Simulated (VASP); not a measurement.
# Mg12H (a cell with a defect) in VASP: a series of runs

Runs on Mg12H (a cell with a defect). Level: PBE. Tasks: single point.

Program: VASP 6.6.1. These are calculated values, not measurements. Logs are shortened: lines on timing, memory, paths and dates and some standing lists are left out, and cuts for length are marked.

**1. The cell of the first run**

The cell holds a defect, 13 atoms: a = 6.420 Å, b = 9.630 Å, c = 5.213 Å, α = 90.00°, β = 90.00°, γ = 120.00°.

**2. Single point, PBE**

INCAR reads:

```
PREC = Accurate ; ENCUT = 520
EDIFF = 1E-7 ; ISMEAR = 0
SIGMA = 0.05 ; LREAL = F
LASPH = T ; NELM = 100
ALGO = Normal ; ISIF = 2
LWAVE = F ; LCHARG = F
GGA = PE ; NBANDS = 24
```

KPOINTS reads:

```
Automatic mesh
0
Gamma
  3 2 3
```

POSCAR reads:

```
Mg12H
1.0
    6.4200000000      0.0000000000      0.0000000000
   -4.8150000000      8.3398250000      0.0000000000
    0.0000000000      0.0000000000      5.2130400000
Mg H
12 1
Direct
   -0.0034159745     -0.0023369795      0.0013119025
    0.1664403158      0.2292849071      0.4965306232
    0.0045728374      0.3358383419     -0.0014766816
    0.1692298235      0.5557369609      0.5002159968
    0.0046473995      0.6692569688     -0.0009798505
    0.1645098558      0.8818800155      0.4978876049
    0.5003460113     -0.0045538126      0.0023423952
    0.6732029364      0.2263551094      0.4969509154
    0.5029619011      0.3409396480      0.0011764728
    0.6654558518      0.5567803881      0.5019760063
    0.4958359235      0.6650402137      0.0003995749
    0.6635334038      0.8863672799      0.5015591670
    0.3285744512      0.1089813036      0.5419797278
```

Potentials or basis: VASP PAW PBE potentials, release 64 (Mg, H).

Launch:

```bash
$ cat potpaw_PBE.64/Mg/POTCAR potpaw_PBE.64/H/POTCAR > POTCAR
$ mpirun -np 1 vasp_std > vasp.out
```

OUTCAR:

```text
PREC = Accurate
   ENCUT = 520
   EDIFF = 1E-7
   ISMEAR = 0
   LREAL = F
   LASPH = T
   NELM = 100
   ISIF = 2
   GGA = PE

 ion  position               nearest neighbor table
   1  0.997  0.998  0.001-   7 3.18   5 3.19  12 3.20  12 3.20  11 3.21   6 3.21   2 3.22   3 3.23
                             6 3.24   7 3.24   2 3.26   9 3.28
   2  0.166  0.229  0.497-  13 1.92   4 3.13   8 3.15   3 3.15   3 3.17  10 3.18   9 3.19   1 3.22
                             9 3.23   1 3.26  12 3.27   8 3.27   6 3.34
   3  0.005  0.336  0.999-   2 3.15  11 3.16   2 3.17   9 3.18   4 3.18   8 3.19   4 3.19   8 3.20
                             5 3.21   1 3.23   9 3.25   7 3.26
   4  0.169  0.556  0.500-   2 3.13   6 3.16  11 3.18  11 3.18   8 3.18  12 3.18   3 3.18  10 3.18
                             3 3.19   5 3.20   5 3.21  10 3.24
   5  0.005  0.669  0.999-   6 3.15   6 3.16   7 3.16  11 3.17   1 3.19   9 3.19   4 3.20  10 3.20
                             4 3.21   3 3.21  10 3.23  11 3.25
   6  0.165  0.882  0.498-  13 1.91   5 3.15   4 3.16   5 3.16  10 3.17  12 3.18   7 3.19   1 3.21
                             7 3.23  12 3.24   1 3.24   8 3.29   2 3.34
   7  0.500  0.995  0.002-   5 3.16  11 3.17  12 3.17   1 3.18  12 3.18   6 3.19   8 3.22   6 3.23
                             1 3.24   3 3.26   8 3.26   9 3.32
   8  0.673  0.226  0.497-  13 1.93   2 3.15   4 3.18   3 3.19   3 3.20  10 3.21   9 3.21   7 3.22
                            12 3.24   9 3.24   7 3.26   2 3.27   6 3.29
   9  0.503  0.341  0.001-  11 3.14  10 3.16  10 3.17   3 3.18   2 3.19   5 3.19   8 3.21   2 3.23
                             8 3.24   3 3.25   1 3.28   7 3.32
  10  0.665  0.557  0.502-   9 3.16   6 3.17   9 3.17   2 3.18  12 3.18   4 3.18  11 3.19  11 3.20
                             5 3.20   8 3.21   5 3.23   4 3.24
  11  0.496  0.665  0.000-   9 3.14   3 3.16   7 3.17   5 3.17   4 3.18   4 3.18  10 3.19  12 3.19
                            12 3.20  10 3.20   1 3.21   5 3.25
  12  0.664  0.886  0.502-   7 3.17   4 3.18  10 3.18   7 3.18   6 3.18  11 3.19   1 3.20   1 3.20
                            11 3.20   6 3.24   8 3.24   2 3.27
  13  0.329  0.109  0.542-   6 1.91   2 1.92   8 1.93

  LATTYP: Found a simple monoclinic cell.
 ALAT       =     6.4200000000
 B/A-ratio  =     0.8120000000
 C/A-ratio  =     1.3228757108
 COS(beta)  =    -0.1889822286

  Lattice vectors:

 A1 = (   6.4200000000,   0.0000000000,   0.0000000000)
 A2 = (   0.0000000000,   0.0000000000,   5.2130400000)
 A3 = (  -1.6050000000,  -8.3398250000,   0.0000000000)

Analysis of symmetry for initial positions (statically):
=====================================================================
 Subroutine PRICEL returns:
 Original cell was already a primitive cell.

 Routine SETGRP: Setting up the symmetry group for a
 simple monoclinic supercell.

 Subroutine GETGRP returns: Found  1 space group operations
 (whereof  1 operations were pure point group operations)
 out of a pool of  4 trial point group operations.

The static configuration has the point symmetry C_1 .

Analysis of symmetry for dynamics (positions and initial velocities):
=====================================================================
 Subroutine PRICEL returns:
 Original cell was already a primitive cell.

 Routine SETGRP: Setting up the symmetry group for a
 simple monoclinic supercell.

 Subroutine GETGRP returns: Found  1 space group operations
 (whereof  1 operations were pure point group operations)
 out of a pool of  4 trial point group operations.

The dynamic configuration has the point symmetry C_1 .

 Subroutine INISYM returns: Found  1 space group operations
 (whereof  1 operations are pure point group operations),
 and found     1 'primitive' translations

----------------------------------------------------------------------------------------

                                     Primitive cell

  volume of cell :     279.1149

  direct lattice vectors                    reciprocal lattice vectors
     6.420000000  0.000000000  0.000000000     0.155763240  0.089929945  0.000000000
    -4.815000000  8.339825000  0.000000000     0.000000000  0.119906593  0.000000000
     0.000000000  0.000000000  5.213040000     0.000000000  0.000000000  0.191826650

  length of vectors
     6.420000000  9.630000313  5.213040000     0.179859895  0.119906593  0.191826650

  position of ions in fractional coordinates (direct lattice)
     0.996584025  0.997663020  0.001311902
     0.166440316  0.229284907  0.496530623
     0.004572837  0.335838342  0.998523318
     0.169229823  0.555736961  0.500215997
     0.004647400  0.669256969  0.999020149
     0.164509856  0.881880016  0.497887605
     0.500346011  0.995446187  0.002342395
     0.673202936  0.226355109  0.496950915
     0.502961901  0.340939648  0.001176473
[... 34 lines left out ...]
     0.000000000  0.000000000  0.063942217     0.000000000  0.000000000  0.333333333

  Length of vectors
     0.059953298  0.059953296  0.063942217

  Shift w.r.t. Gamma in fractional coordinates (k-lattice)
     0.000000000  0.000000000  0.000000000

 -----------------------------------------------------------------------------
|                                                                             |
|           W    W    AA    RRRRR   N    N  II  N    N   GGGG   !!!           |
|           W    W   A  A   R    R  NN   N  II  NN   N  G    G  !!!           |
|           W    W  A    A  R    R  N N  N  II  N N  N  G       !!!           |
|           W WW W  AAAAAA  RRRRR   N  N N  II  N  N N  G  GGG   !            |
|           WW  WW  A    A  R   R   N   NN  II  N   NN  G    G                |
|           W    W  A    A  R    R  N    N  II  N    N   GGGG   !!!           |
|                                                                             |
|     Your reciprocal lattice and k-lattice belong to different lattice       |
|     classes:                                                                |
|                                                                             |
|        The reciprocal lattice is simple monoclinic,                         |
|        whereas your k-lattice is hexagonal.                                 |
|                                                                             |
|     Results are often still useful ...                                      |
|                                                                             |
 -----------------------------------------------------------------------------

 Subroutine IBZKPT returns following result:
 ===========================================

 Found     10 irreducible k-points:

 Following reciprocal coordinates:
            Coordinates               Weight
  0.000000  0.000000  0.000000      1.000000
  0.333333  0.000000  0.000000      2.000000
  0.000000  0.500000  0.000000      1.000000
  0.333333  0.500000  0.000000      2.000000
  0.000000  0.000000  0.333333      2.000000
  0.333333  0.000000  0.333333      2.000000
 -0.333333  0.000000  0.333333      2.000000
  0.000000  0.500000  0.333333      2.000000
  0.333333  0.500000  0.333333      2.000000
 -0.333333  0.500000  0.333333      2.000000
   k-points           NKPTS =     10   k-points in BZ     NKDIM =     10   number of bands    NBANDS=     24
   number of dos      NEDOS =    301   number of ions     NIONS =     13
   total plane-waves  NPLWV = 138240
   dimension x,y,z NGX =    48 NGY =   72 NGZ =   40
   dimension x,y,z NGXF=    96 NGYF=  144 NGZF=   80
   ions per type =              12   1
   NGX,Y,Z   is equivalent  to a cutoff of  12.43, 12.43, 12.76 a.u.
   NGXF,Y,Z  is equivalent  to a cutoff of  24.86, 24.86, 25.51 a.u.
 SYSTEM =  unknown system
   PREC   = accura    normal or accurate (medium, high low for compatibility)
   ISTART =      0    job   : 0-new  1-cont  2-samecut
   ICHARG =      2    charge: 1-file 2-atom 10-const
   ISPIN  =      1    spin polarized calculation?
   LNONCOLLINEAR =      F non collinear calculations
   LSORBIT =      F    spin-orbit coupling
   LASPH  =      T    aspherical Exc in radial PAW
   ENCUT  =  520.0 eV  38.22 Ry    6.18 a.u.  11.94 17.91  9.69*2*pi/ulx,y,z
   NELM   =    100;   NELMIN=  2; NELMDL= -5     # of ELM steps
   EDIFF  = 0.1E-06   stopping-criterion for ELM
   LREAL  =      F    real-space projection
   EDIFFG = 0.1E-05   stopping-criterion for IOM
   NSW    =      0    number of steps for IOM
   IBRION =     -1    ionic relax: 0-MD 1-quasi-New 2-CG
   NFREE  =      0    steps in history (QN), initial steepest desc. (CG)
   ISIF   =      2    stress and relaxation
   ISYM   =      2    0-nonsym 1-usesym 2-fastsym
   POTIM  = 0.5000    time-step for ionic-motion
   TEBEG  =    0.0;   TEEND  =   0.0 temperature during run
   PSTRESS=    0.0 pullay stress
   NELECT =      25.0000    total number of electrons
   NUPDOWN=      -1.0000    fix difference up-down
   EMIN   =  10.00;   EMAX   =-10.00  energy-range for DOS
   EFERMI =   0.00;   METHOD = LEGACY
   ISMEAR =     0;   SIGMA  =   0.05  broadening in eV -4-tet -1-fermi 0-gaus
   EFERMI_NEDOS =   21; number of points for ismear=-14 and -15
   IALGO  =     38    algorithm
   IMIX   =      4    mixing-type and parameters
     AMIX     =   0.40;   BMIX     =  1.00
     AMIX_MAG =   1.60;   BMIX_MAG =  1.00
  volume/ion in A,a.u.               =      21.47       144.89
  Fermi-wavevector in a.u.,A,eV,Ry     =   0.732477  1.384180  7.299827  0.536522
  Thomas-Fermi vector in A             =   1.824949
   LORBIT       =      0    0 simple, 1 ext, 2 COOP (PROOUT), +10 PAW based schemes
   GGA     = PE    functional components
   LHFCALC =     F    Hartree Fock is set to
   AEXX    =    0.0000 exact exchange contribution
   IVDW    =     0    specifies the selected vdW correction
   LEPSILON=     F    determine dielectric tensor
   LRPA    =     F    only Hartree local field effects (RPA)
 non-spin polarized calculation
 Gauss-broadening in eV      SIGMA  =   0.05
  energy-cutoff  :      520.00
  volume of cell :      279.11
 maximum number of plane-waves:      7549
   NGX = 23   NGY = 35   NGZ = 19

 number of electron      25.0000000 magnetization

 Free energy of the ion-electron system (eV)
  ---------------------------------------------------
  ext. energy  EPLUGINS =         0.00000000
  ---------------------------------------------------
  free energy    TOTEN  =       -20.55748676 eV

  energy without entropy =      -20.54644910  energy(sigma->0) =      -20.55196793

 E-fermi :   2.5083     XC(G=0):  -8.4994

 val. band max:        2.4911673958   @ k =   0.3333   0.0000   0.3333
 cond. band min:       2.6365157369   @ k =   0.3333   0.0000   0.0000
 fundamental gap:      0.1453483410
 Fermi energy:         2.5082800448

 k-point     1 :       0.0000    0.0000    0.0000
  band No.  band energies     occupation
      1      -4.6985      2.00000
      2      -2.9468      2.00000
      3      -2.1719      2.00000
      4      -1.2258      2.00000
      5      -0.5700      2.00000
      6      -0.0099      2.00000
[... 259 lines left out ...]
     23       6.3068      0.00000
     24       6.3571      0.00000

------------------------ aborting loop because EDIFF is reached ----------------------------------------

  FORCE on cell =-STRESS in cart. coord.  units (eV):
  Direction    XX          YY          ZZ          XY          YZ          ZX
  --------------------------------------------------------------------------------------
  -------------------------------------------------------------------------------------
  Total        0.2897629     -0.3259900      0.3357780      0.4366011     -0.0067720     -0.0304576
  in kB        1.6632993     -1.8712499      1.9274353      2.5061807     -0.0388729     -0.1748329
  external PRESSURE =       0.5731616 kB  Pullay stress =       0.0000000 kB

 VOLUME and BASIS-vectors are now :
 -----------------------------------------------------------------------------
  energy-cutoff  :      520.00
  volume of cell :      279.11
      direct lattice vectors                 reciprocal lattice vectors
     6.420000000  0.000000000  0.000000000     0.155763240  0.089929945  0.000000000
    -4.815000000  8.339825000  0.000000000     0.000000000  0.119906593  0.000000000
     0.000000000  0.000000000  5.213040000     0.000000000  0.000000000  0.191826650

 POSITION                                       TOTAL-FORCE (eV/Angst)
 -----------------------------------------------------------------------------------
      1.59432      8.32033      0.00684         0.003330      0.002402     -0.006553
     -0.03546      1.91220      2.58843        -0.002420     -0.001118     -0.017593
     -1.58770      2.80083      5.20534        -0.000914     -0.000164     -0.014058
     -1.58942      4.63475      2.60765        -0.000850     -0.000420     -0.010204
     -3.19264      5.58149      5.20793        -0.000876      0.000281     -0.012939
     -3.19010      7.35473      2.59551         0.001034     -0.000015     -0.016042
     -1.58085      8.30185      0.01221        -0.000568      0.002914     -0.002918
      3.23206      1.88776      2.59063         0.002588      0.000121     -0.015751
      1.58739      2.84338      0.00613         0.000056     -0.000420     -0.005796
      1.59133      4.64345      2.61682         0.001750     -0.004490     -0.003992
     -0.01890      5.54632      0.00208         0.000721      0.001917     -0.007632
     -0.00797      7.39215      2.61465        -0.000188      0.001404     -0.006498
      1.58470      0.90889      2.82536        -0.003663     -0.002412      0.119975
 -----------------------------------------------------------------------------------
    total drift:                                0.000008      0.000042     -0.000158

  FREE ENERGIE OF THE ION-ELECTRON SYSTEM (eV)
  ---------------------------------------------------
  free  energy   TOTEN  =       -20.5574867640 eV

  energy  without entropy=      -20.5464491007  energy(sigma->0) =      -20.55196793
```

Wall time 94 s (1 thread of Intel Xeon Platinum 8559C (Emerald Rapids), shared host); peak memory 0.35 GiB.

What came out:

```yaml
Free_energy: -20.5575 eV
Pressure: 0.1 GPa
Largest_force: 0.120 eV/Å
Band_gap_on_the_k_mesh: zero (an odd number of electrons rules out a gap without spin polarisation)
```

Forces on the atoms (eV/Å):
```
Mg   0.003  0.002 -0.007
Mg  -0.002 -0.001 -0.018
Mg  -0.001  0.000 -0.014
Mg  -0.001  0.000 -0.010
Mg  -0.001  0.000 -0.013
Mg   0.001  0.000 -0.016
Mg  -0.001  0.003 -0.003
Mg   0.003  0.000 -0.016
Mg   0.000  0.000 -0.006
Mg   0.002 -0.004 -0.004
Mg   0.001  0.002 -0.008
Mg   0.000  0.001 -0.006
H   -0.004 -0.002  0.120
```

Stress tensor (GPa, compression positive):
```
 0.17  0.25 -0.02
 0.25 -0.19  0.00
-0.02  0.00  0.19
```

Caveat: the k points lie up to 0.40 Å⁻¹ apart, too coarse for converged energies and pressures of a metal.

(Continued in part 2 of 2.)

The gap in the log of VASP goes by the Fermi energy; the results here count the filled bands.